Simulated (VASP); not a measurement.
Write the native input for VASP 6.6.1 that does the following.

- Task: relaxation of cell and atoms
- Functional: PBEsol-based global hybrid with 25 % exact exchange
- Potentials or basis: VASP PAW PBE potentials, release 64 (B)
- Cutoff: 600 eV
- k mesh: 7 × 7 × 7
- Occupations: fermi-dirac, width 0.05 eV
- Spin: no spin polarisation
- Dipole correction: no
- Grid for exact exchange (PRECFOCK): Normal
- Share of exact exchange: 0.25
- Further INCAR settings: ALGO = Normal; EDIFF = 1e-06; IBRION = 2; EDIFFG = -0.01; NSW = 60; ISIF = 3

The system is B.

```
B
1.0
     1.88524    0.00000    0.00000
     0.00000    1.88524    0.00000
     0.00000    0.00000    1.88524
B
1
Direct
  0.50000 0.50000 0.50000
```

This isn't the form of B at room conditions, which is rhombohedral.

One way to write it, as run:

POSCAR

```
B
1.0
    1.8852400000      0.0000000000      0.0000000000
    0.0000000000      1.8852400000      0.0000000000
    0.0000000000      0.0000000000      1.8852400000
B
1
Direct
    0.5000000000      0.5000000000      0.5000000000
```

INCAR.step1

```
PREC = Accurate
ENCUT = 600
EDIFF = 1E-5
ISMEAR = -1
SIGMA = 0.05
LREAL = False
LASPH = True
NELM = 80
ALGO = Normal
LWAVE = True
LCHARG = False
GGA = PE
NBANDS = 8
```

INCAR.step2

```
PREC = Accurate
ENCUT = 600
EDIFF = 1E-6
ISMEAR = -1
SIGMA = 0.05
LREAL = False
LASPH = True
NELM = 80
ALGO = Normal
ISIF = 3
LWAVE = False
LCHARG = False
GGA = PS
LHFCALC = True
AEXX = 0.25
PRECFOCK = Normal
IBRION = 2
NSW = 60
EDIFFG = -0.01
ISTART = 1
```

KPOINTS

```
regular mesh
0
Gamma
  7 7 7
```

Potentials or basis: VASP PAW PBE potentials, release 64 (B).

Run with:

```console
$ cat potpaw_PBE.64/B/POTCAR > POTCAR
$ cp INCAR.step1 INCAR
$ mpirun -np 1 vasp_std > vasp.out
$ cp INCAR.step2 INCAR
$ mpirun -np 1 vasp_std > vasp.out
```

It gave:

```
Relaxed volume                        : 6.52 Å³/atom
Relaxed cell                          : a = 1.868 Å, b = 1.868 Å, c = 1.868 Å, α = 90.00°, β = 90.00°, γ = 90.00°
Space group after relaxing (to 0.1 Å) : Pm-3m (No. 221)
Energy gained by relaxing             : 3.9 meV/atom
Ionic steps                           : 3
Pressure after relaxing               : 0.0 GPa
Band gap on the k mesh                : zero (an odd number of electrons rules out a gap without spin polarisation)
```

Caveat: the k points lie up to 0.48 Å⁻¹ apart in the final cell, too coarse for converged energies and pressures of a metal; the PAW data sets were made with another functional, which shifts forces and pressure a little.

Run time: 71 s on 1 thread of Intel Xeon 8259CL (shared host), peak memory 0.11 GiB.
